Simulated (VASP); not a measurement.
**KI: relaxation of cell and atoms with PBE**

Crystal: KI.

```xyz
2
Lattice="4.2464 0.0000 0.0000 0.0000 4.2464 0.0000 0.0000 0.0000 4.2464" Properties=species:S:1:pos:R:3 pbc="T T T"
K     0.0000    0.0000    0.0000
I     2.1232    2.1232    2.1232
```

| Item | Value |
| --- | --- |
| Program | VASP 6.6.1 |
| Task | relaxation of cell and atoms |
| Functional | PBE |
| Potentials or basis | VASP PAW PBE potentials, release 64 (K_sv, I) |
| Cutoff | 600 eV |
| k mesh | 6 × 6 × 6 |
| Occupations | fermi-dirac, width 0.02 eV |
| Spin | no spin polarisation |
| Dipole correction | no |
| Further INCAR settings | ALGO = Normal; EDIFF = 1e-06; IBRION = 2; EDIFFG = -0.005; NSW = 80; ISIF = 3 |

```yaml
Relaxed_volume: 41.02 Å³/atom
Relaxed_cell: a = 4.345 Å, b = 4.345 Å, c = 4.345 Å, α = 90.00°, β = 90.00°, γ = 90.00°
Space_group_after_relaxing_to_0.1_Å: Pm-3m (No. 221)
Energy_gained_by_relaxing: 8.1 meV/atom
Ionic_steps: 4
Pressure_after_relaxing: 0.0 GPa
Band_gap_on_the_k_mesh: 3.24 eV (least direct gap 3.58 eV)
```

The path:
```tsv
step	energy change (eV)	largest force (eV/Å)	pressure (GPa)	volume (Å³)
1	0.0000	0.0000	1.02	76.57
2	-0.0124	0.0000	0.46	79.30
3	-0.0160	0.0000	-0.08	82.58
4	-0.0162	0.0000	0.00	82.05
```

Final structure:
```
K I
1.0
     4.34531    0.00000    0.00000
     0.00000    4.34531    0.00000
     0.00000    0.00000    4.34531
K I
1 1
Direct
  0.00000 0.00000 0.00000
  0.50000 0.50000 0.50000
```

Levels at points of the mesh, in eV from the valence-band top:
```csv
k point,band 6,band 7,band 8,band 9,band 10,band 11
"(0.00, 0.00, 0.00)",-0.34,-0.34,-0.34,3.24,4.84,4.84
"(0.50, 0.00, 0.00)",-2.16,-0.26,-0.26,5.39,6.21,6.86
"(0.50, 0.50, 0.00)",-1.62,-1.62,0.00,3.95,5.68,6.80
"(0.50, 0.50, 0.50)",-1.55,-1.55,-1.55,5.61,5.61,5.61
```

Run time: 33 s on 1 thread of Intel(R) Xeon(R) 6975P-C (Granite Rapids), on a shared host, peak memory 0.22 GiB.

Caveat: spin-orbit coupling is left out, which moves the levels of the heavy elements. A k mesh can miss the band edges.
